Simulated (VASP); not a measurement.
# Li2Sn (P-3m1) in VASP: notebook

Li2Sn is run at these levels: PBE; tasks: single point.

Everything below comes from runs of VASP 6.6.1. Logs are shortened: lines on timing, memory, paths and dates and some standing lists are left out, and cuts for length are marked.

## (1) The cell of the first run

Symmetry: P-3m1, No. 164, trigonal system. The conventional cell has a = 3.391 Å, b = 3.391 Å, c = 7.192 Å, α = 90.00°, β = 90.00°, γ = 120.00°. Li (site symmetry 3m) has 3 Sn at 3.10 Å and 9 Li at 3.10 to 3.39 Å within 4.1 Å. Sn (site symmetry -3m) has 6 Li at 3.10 Å and 6 Sn at 3.39 Å within 4.1 Å.

## (2) Single point, PBE

INCAR reads:

```
SYSTEM = Li2Sn
ALGO = Normal ; EDIFF = 1E-6
ENCUT = 520 ; GGA = PE
ISIF = 2 ; ISMEAR = 0
LASPH = .TRUE. ; LCHARG = .FALSE.
LREAL = .FALSE. ; LWAVE = .FALSE.
NBANDS = 17 ; NELM = 60
PREC = Accurate ; SIGMA = 0.1
```

KPOINTS reads:

```
k-points
0
G
  6 6 4
  0 0 0
```

POSCAR reads:

```
Li2Sn
1.0
    3.3911012600      0.0000000000      0.0000000000
   -1.6955506300      2.9367798400      0.0000000000
    0.0000000000      0.0000000000      7.1917488300
Li Sn
2 1
Direct
    0.3333333300      0.6666666700      0.8333333300
    0.6666666700      0.3333333300      0.1666666700
    0.0000000000      0.0000000000      0.5000000000
```

Potentials or basis: VASP PAW PBE potentials, release 64 (Li_sv, Sn_d).

Started as:

```bash
$ cat potpaw_PBE.64/Li_sv/POTCAR potpaw_PBE.64/Sn_d/POTCAR > POTCAR
$ mpirun -np 1 vasp_std > vasp.out
```

OUTCAR:

```text
SYSTEM = Li2Sn
   EDIFF = 1E-6
   ENCUT = 520
   GGA = PE
   ISIF = 2
   ISMEAR = 0
   LASPH = .TRUE.
   LREAL = .FALSE.
   NELM = 60
   PREC = Accurate

 ion  position               nearest neighbor table
   1  0.333  0.667  0.833-   3 3.10   3 3.10   3 3.10
   2  0.667  0.333  0.167-   3 3.10   3 3.10   3 3.10
   3  0.000  0.000  0.500-   1 3.10   2 3.10   2 3.10   1 3.10   2 3.10   1 3.10

  LATTYP: Found a hexagonal cell.
 ALAT       =     3.3911012600
 C/A-ratio  =     2.1207708879

  Lattice vectors:

 A1 = (   3.3911012600,   0.0000000000,   0.0000000000)
 A2 = (  -1.6955506300,   2.9367798400,   0.0000000000)
 A3 = (   0.0000000000,   0.0000000000,   7.1917488300)

Analysis of symmetry for initial positions (statically):
=====================================================================
 Subroutine PRICEL returns:
 Original cell was already a primitive cell.

 Routine SETGRP: Setting up the symmetry group for a
 hexagonal supercell.

 Subroutine GETGRP returns: Found 12 space group operations
 (whereof 12 operations were pure point group operations)
 out of a pool of 24 trial point group operations.

The static configuration has the point symmetry D_3d.

Analysis of symmetry for dynamics (positions and initial velocities):
=====================================================================
 Subroutine PRICEL returns:
 Original cell was already a primitive cell.

 Routine SETGRP: Setting up the symmetry group for a
 hexagonal supercell.

 Subroutine GETGRP returns: Found 12 space group operations
 (whereof 12 operations were pure point group operations)
 out of a pool of 24 trial point group operations.

The dynamic configuration has the point symmetry D_3d.

 Subroutine INISYM returns: Found 12 space group operations
 (whereof 12 operations are pure point group operations),
 and found     1 'primitive' translations

----------------------------------------------------------------------------------------

                                     Primitive cell

  volume of cell :      71.6220

  direct lattice vectors                    reciprocal lattice vectors
     3.391101260  0.000000000  0.000000000     0.294889454  0.170254506  0.000000000
    -1.695550630  2.936779840  0.000000000     0.000000000  0.340509011  0.000000000
     0.000000000  0.000000000  7.191748830     0.000000000  0.000000000  0.139048238

  length of vectors
     3.391101260  3.391101262  7.191748830     0.340509012  0.340509011  0.139048238

  position of ions in fractional coordinates (direct lattice)
     0.333333330  0.666666670  0.833333330
     0.666666670  0.333333330  0.166666670
     0.000000000  0.000000000  0.500000000

  ion indices of the primitive-cell ions
   primitive index   ion index
                 1           1
                 2           2
                 3           3

----------------------------------------------------------------------------------------

 KPOINTS: k-points

Automatic generation of k-mesh.
 Grid dimensions read from file:
 generate k-points for:    6    6    4

 Generating k-lattice:

  Cartesian coordinates                     Fractional coordinates (reciprocal lattice)
     0.049148242  0.028375751  0.000000000     0.166666667  0.000000000  0.000000000
     0.000000000  0.056751502  0.000000000     0.000000000  0.166666667  0.000000000
     0.000000000  0.000000000  0.034762059     0.000000000  0.000000000  0.250000000

  Length of vectors
     0.056751502  0.056751502  0.034762059

  Shift w.r.t. Gamma in fractional coordinates (k-lattice)
     0.000000000  0.000000000  0.000000000

 Subroutine IBZKPT returns following result:
 ===========================================

 Found     24 irreducible k-points:

 Following reciprocal coordinates:
            Coordinates               Weight
  0.000000  0.000000  0.000000      1.000000
  0.166667  0.000000  0.000000      6.000000
  0.333333  0.000000  0.000000      6.000000
  0.500000  0.000000  0.000000      3.000000
  0.166667  0.166667  0.000000      6.000000
  0.333333  0.166667  0.000000     12.000000
[... 16 lines left out ...]
  0.333333  0.166667  0.500000     12.000000
  0.333333  0.333333  0.500000      2.000000
   k-points           NKPTS =     24   k-points in BZ     NKDIM =     24   number of bands    NBANDS=     17
   number of dos      NEDOS =    301   number of ions     NIONS =      3
   total plane-waves  NPLWV =  42336
   dimension x,y,z NGX =    28 NGY =   28 NGZ =   54
   dimension x,y,z NGXF=    56 NGYF=   56 NGZF=  108
   ions per type =               2   1
   NGX,Y,Z   is equivalent  to a cutoff of  13.73, 13.73, 12.48 a.u.
   NGXF,Y,Z  is equivalent  to a cutoff of  27.45, 27.45, 24.97 a.u.
 SYSTEM =  Li2Sn
   PREC   = accura    normal or accurate (medium, high low for compatibility)
   ISTART =      0    job   : 0-new  1-cont  2-samecut
   ICHARG =      2    charge: 1-file 2-atom 10-const
   ISPIN  =      1    spin polarized calculation?
   LNONCOLLINEAR =      F non collinear calculations
   LSORBIT =      F    spin-orbit coupling
   LASPH  =      T    aspherical Exc in radial PAW
   ENCUT  =  520.0 eV  38.22 Ry    6.18 a.u.   6.31  6.31 13.37*2*pi/ulx,y,z
   NELM   =     60;   NELMIN=  2; NELMDL= -5     # of ELM steps
   EDIFF  = 0.1E-05   stopping-criterion for ELM
   LREAL  =      F    real-space projection
   EDIFFG = 0.1E-04   stopping-criterion for IOM
   NSW    =      0    number of steps for IOM
   IBRION =     -1    ionic relax: 0-MD 1-quasi-New 2-CG
   NFREE  =      0    steps in history (QN), initial steepest desc. (CG)
   ISIF   =      2    stress and relaxation
   ISYM   =      2    0-nonsym 1-usesym 2-fastsym
   POTIM  = 0.5000    time-step for ionic-motion
   TEBEG  =    0.0;   TEEND  =   0.0 temperature during run
   PSTRESS=    0.0 pullay stress
   NELECT =      20.0000    total number of electrons
   NUPDOWN=      -1.0000    fix difference up-down
   EMIN   =  10.00;   EMAX   =-10.00  energy-range for DOS
   EFERMI =   0.00;   METHOD = LEGACY
   ISMEAR =     0;   SIGMA  =   0.10  broadening in eV -4-tet -1-fermi 0-gaus
   EFERMI_NEDOS =   21; number of points for ismear=-14 and -15
   IALGO  =     38    algorithm
   IMIX   =      4    mixing-type and parameters
     AMIX     =   0.40;   BMIX     =  1.00
     AMIX_MAG =   1.60;   BMIX_MAG =  1.00
  volume/ion in A,a.u.               =      23.87       161.11
  Fermi-wavevector in a.u.,A,eV,Ry     =   1.070046  2.022094 15.578661  1.144999
  Thomas-Fermi vector in A             =   2.205744
   LORBIT       =      0    0 simple, 1 ext, 2 COOP (PROOUT), +10 PAW based schemes
   GGA     = PE    functional components
   LHFCALC =     F    Hartree Fock is set to
   AEXX    =    0.0000 exact exchange contribution
   IVDW    =     0    specifies the selected vdW correction
   LEPSILON=     F    determine dielectric tensor
   LRPA    =     F    only Hartree local field effects (RPA)
 non-spin polarized calculation
 Gauss-broadening in eV      SIGMA  =   0.10
  energy-cutoff  :      520.00
  volume of cell :       71.62
 maximum number of plane-waves:      1983
 NGX is ok and might be reduce to    28
   NGX = 13   NGY = 13   NGZ = 27

 number of electron      19.9999988 magnetization

 Free energy of the ion-electron system (eV)
  ---------------------------------------------------
  ext. energy  EPLUGINS =         0.00000000
  ---------------------------------------------------
  free energy    TOTEN  =        -8.18939510 eV

  energy without entropy =       -8.18752820  energy(sigma->0) =       -8.18846165

 E-fermi :   3.1166     XC(G=0):  -8.1552

 val. band max:        2.9964377896   @ k =   0.1667   0.1667   0.2500
 cond. band min:       3.1580821610   @ k =   0.3333   0.3333   0.5000
 fundamental gap:      0.1616443714
 Fermi energy:         3.1166450092

 k-point     1 :       0.0000    0.0000    0.0000
  band No.  band energies     occupation
      1     -43.5065      2.00000
      2     -43.4988      2.00000
      3     -18.2524      2.00000
      4     -18.2524      2.00000
      5     -18.1392      2.00000
      6     -18.0818      2.00000
[... 9 lines left out ...]
     16      12.8069      0.00000
     17      14.0473      0.00000

 k-point     2 :       0.1667    0.0000    0.0000
  band No.  band energies     occupation
      1     -43.5051      2.00000
      2     -43.4983      2.00000
      3     -18.2586      2.00000
      4     -18.2197      2.00000
      5     -18.1175      2.00000
      6     -18.0985      2.00000
[... 9 lines left out ...]
     16      11.6615      0.00000
     17      12.1282      0.00000

 k-point     3 :       0.3333    0.0000    0.0000
  band No.  band energies     occupation
      1     -43.5022      2.00000
      2     -43.4978      2.00000
      3     -18.2765      2.00000
      4     -18.1536      2.00000
      5     -18.1316      2.00000
      6     -18.0935      2.00000
[... 9 lines left out ...]
     16      10.1747      0.00000
     17      11.1586      0.00000

 k-point     4 :       0.5000    0.0000    0.0000
  band No.  band energies     occupation
      1     -43.5004      2.00000
      2     -43.4979      2.00000
      3     -18.2868      2.00000
      4     -18.1480      2.00000
      5     -18.1205      2.00000
      6     -18.0971      2.00000
[... 9 lines left out ...]
     16      10.9061      0.00000
     17      11.0907      0.00000

 k-point     5 :       0.1667    0.1667    0.0000
  band No.  band energies     occupation
      1     -43.5030      2.00000
      2     -43.4979      2.00000
      3     -18.2549      2.00000
      4     -18.1886      2.00000
      5     -18.1203      2.00000
      6     -18.0948      2.00000
[... 9 lines left out ...]
     16       9.9724      0.00000
     17      10.8947      0.00000

 k-point     6 :       0.3333    0.1667    0.0000
  band No.  band energies     occupation
      1     -43.5004      2.00000
      2     -43.4979      2.00000
      3     -18.2526      2.00000
      4     -18.1499      2.00000
      5     -18.1395      2.00000
      6     -18.1059      2.00000
[... 9 lines left out ...]
     16       9.7551      0.00000
     17      10.9489      0.00000

 k-point     7 :       0.3333    0.3333    0.0000
  band No.  band energies     occupation
      1     -43.4987      2.00000
      2     -43.4987      2.00000
      3     -18.1901      2.00000
      4     -18.1901      2.00000
      5     -18.1277      2.00000
      6     -18.1277      2.00000
[... 9 lines left out ...]
     16       8.1866      0.00000
     17      11.9164      0.00000

 k-point     8 :       0.0000    0.0000    0.2500
  band No.  band energies     occupation
      1     -43.5065      2.00000
      2     -43.4988      2.00000
      3     -18.2524      2.00000
      4     -18.2524      2.00000
      5     -18.1392      2.00000
      6     -18.0818      2.00000
[... 9 lines left out ...]
     16      12.9530      0.00000
     17      14.0187      0.00000
[... 203 lines left out ...]
      1     -43.5052      2.00000
      2     -43.4984      2.00000
      3     -18.2586      2.00000
      4     -18.2197      2.00000
      5     -18.1175      2.00000
      6     -18.0985      2.00000
[... 9 lines left out ...]
     16      11.8188      0.00000
     17      13.3188      0.00000

 k-point    20 :       0.3333    0.0000    0.5000
  band No.  band energies     occupation
      1     -43.5022      2.00000
      2     -43.4978      2.00000
      3     -18.2765      2.00000
      4     -18.1536      2.00000
      5     -18.1316      2.00000
      6     -18.0935      2.00000
[... 9 lines left out ...]
     16      10.5605      0.00000
     17      10.7783      0.00000

 k-point    21 :       0.5000    0.0000    0.5000
  band No.  band energies     occupation
      1     -43.5004      2.00000
      2     -43.4979      2.00000
      3     -18.2868      2.00000
      4     -18.1480      2.00000
      5     -18.1205      2.00000
      6     -18.0971      2.00000
[... 9 lines left out ...]
     16       9.3728      0.00000
     17      10.2022      0.00000

 k-point    22 :       0.1667    0.1667    0.5000
  band No.  band energies     occupation
      1     -43.5030      2.00000
      2     -43.4979      2.00000
      3     -18.2549      2.00000
      4     -18.1886      2.00000
      5     -18.1203      2.00000
      6     -18.0948      2.00000
[... 9 lines left out ...]
     16      12.0513      0.00000
     17      12.3929      0.00000

 k-point    23 :       0.3333    0.1667    0.5000
  band No.  band energies     occupation
      1     -43.5004      2.00000
      2     -43.4979      2.00000
      3     -18.2526      2.00000
      4     -18.1499      2.00000
      5     -18.1395      2.00000
      6     -18.1059      2.00000
[... 9 lines left out ...]
     16       8.9762      0.00000
     17      10.7225      0.00000

 k-point    24 :       0.3333    0.3333    0.5000
  band No.  band energies     occupation
      1     -43.4987      2.00000
      2     -43.4987      2.00000
      3     -18.1901      2.00000
      4     -18.1901      2.00000
      5     -18.1278      2.00000
      6     -18.1278      2.00000
[... 9 lines left out ...]
     16       8.7824      0.00000
     17       8.7824      0.00000

------------------------ aborting loop because EDIFF is reached ----------------------------------------

  FORCE on cell =-STRESS in cart. coord.  units (eV):
  Direction    XX          YY          ZZ          XY          YZ          ZX
  --------------------------------------------------------------------------------------
  -------------------------------------------------------------------------------------
  Total       -1.7105988     -1.7105988     -0.3468808     -0.0000000      0.0000000      0.0000000
  in kB      -38.2659130    -38.2659131     -7.7596866     -0.0000000      0.0000000      0.0000000
  external PRESSURE =     -28.0971709 kB  Pullay stress =       0.0000000 kB

 VOLUME and BASIS-vectors are now :
 -----------------------------------------------------------------------------
  energy-cutoff  :      520.00
  volume of cell :       71.62
      direct lattice vectors                 reciprocal lattice vectors
     3.391101260  0.000000000  0.000000000     0.294889454  0.170254506  0.000000000
    -1.695550630  2.936779840  0.000000000     0.000000000  0.340509011  0.000000000
     0.000000000  0.000000000  7.191748830     0.000000000  0.000000000  0.139048238

 POSITION                                       TOTAL-FORCE (eV/Angst)
 -----------------------------------------------------------------------------------
     -0.00000      1.95785      5.99312         0.000000      0.000000     -0.289360
      1.69555      0.97893      1.19862        -0.000000      0.000000      0.289360
      0.00000      0.00000      3.59587        -0.000000      0.000000     -0.000000
 -----------------------------------------------------------------------------------
    total drift:                                0.000000      0.000000      0.000000

  FREE ENERGIE OF THE ION-ELECTRON SYSTEM (eV)
  ---------------------------------------------------
  free  energy   TOTEN  =        -8.1893950971 eV

  energy  without entropy=       -8.1875282035  energy(sigma->0) =       -8.18846165
```

It took 23 s on 1 thread of Intel Xeon 6975P-C, shared host; peak memory 0.2 GiB.

Results:

| Quantity | Value |
| --- | --- |
| Free energy | -8.1894 eV |
| Largest force | 0.289 eV/Å |
| Band gap on the k mesh | zero (band 10 reaches 3.81 eV, above the bottom of band 11 at 2.62 eV) |

Forces on the atoms (eV/Å):
```
Li   0.000  0.000 -0.289
Li   0.000  0.000  0.289
Sn   0.000  0.000  0.000
```

Levels at points of the mesh, in eV from the Fermi level:
```csv
k point,band 8,band 9,band 10,band 11,band 12,band 13
"(0.00, 0.00, 0.00)",-9.25,-3.06,-2.03,5.06,5.70,6.77
"(0.50, 0.00, 0.00)",-5.73,-3.43,-0.23,0.90,2.12,3.17
"(0.00, 0.00, 0.50)",-9.25,-3.61,-0.65,2.04,6.79,6.79
"(0.50, 0.00, 0.50)",-5.72,-3.43,-0.77,1.12,3.15,3.53
```

Caveat: the cutoff is under 1.25 times the usual one of these potentials, so pressure, stress and relaxed cells hold a basis-set (Pulay) error; spin-orbit coupling is left out, which moves the levels of the heavy elements.

(Continued in part 2 of 2.)
